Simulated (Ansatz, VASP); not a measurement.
# CaH in VASP and in Ansatz

```
Ca H
1.0
     3.71575    0.00000    0.00000
    -1.85787    3.21793    0.00000
     0.00000    0.00000    5.79794
Ca H
2 2
Direct
  0.33333 0.66667 0.75000
  0.66667 0.33333 0.25000
  0.00000 0.00000 0.00000
  0.00000 0.00000 0.50000
```

Alike in both runs: functional PBE; k mesh 15 × 15 × 8; occupations gaussian, width 0.1 eV; no spin polarisation.

Ansatz relaxed the structure, and its values are those at the end. VASP's run is a single point on that final structure, the one shown.

```csv
,VASP,Ansatz
version,VASP 6.6.1,Ansatz 0.2.0
potentials or method,"VASP PAW PBE potentials, release 64 (Ca_sv, H), cutoff 520 eV","scalar-relativistic, plane waves, PAW"
valence electrons in the cell,22,22
```

```csv
,VASP,Ansatz,Ansatz less VASP
gap on the k mesh at the Fermi level (eV),none,none,-
pressure (GPa),0.0,0.0,-0.04
```

A gap of «none» marks a metal or a gap that the smearing closes.
